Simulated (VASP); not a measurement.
CoSi2:

```
Co Si
1.0
     0.00000    2.78334    2.78334
     2.78334    0.00000    2.78334
     2.78334    2.78334    0.00000
Co Si
1 2
Direct
  0.00000 0.00000 0.00000
  0.25000 0.25000 0.25000
  0.75000 0.75000 0.75000
```

Base run:

- Program: VASP 6.6.1
- Functional: PBE
- Potentials or basis: VASP PAW PBE potentials, release 64 (Co, Si)
- Cutoff: 520 eV
- k mesh: 14 × 14 × 14
- Occupations: gaussian, width 0.15 eV
- Spin: collinear spin, ferromagnetic start
- Starting moments: [0.55, 0.0, 0.0] μB
- Fixed moment: 0.55 μB

Its results: pressure -14.4 GPa; site moments Co +0.35; Si +0.04 μB.

Task: The run is repeated on the same cell with these changes: fixed moment from 0.55 μB to 2.2 μB; moments at the start from [0.55, 0.0, 0.0] to [2.2, 0.0, 0.0]. What comes out?

Result: Pressure -1.8 GPa; site moments Co +1.41; Si +0.17 μB.

Caveats: the total moment is fixed, so each spin has its own Fermi level.
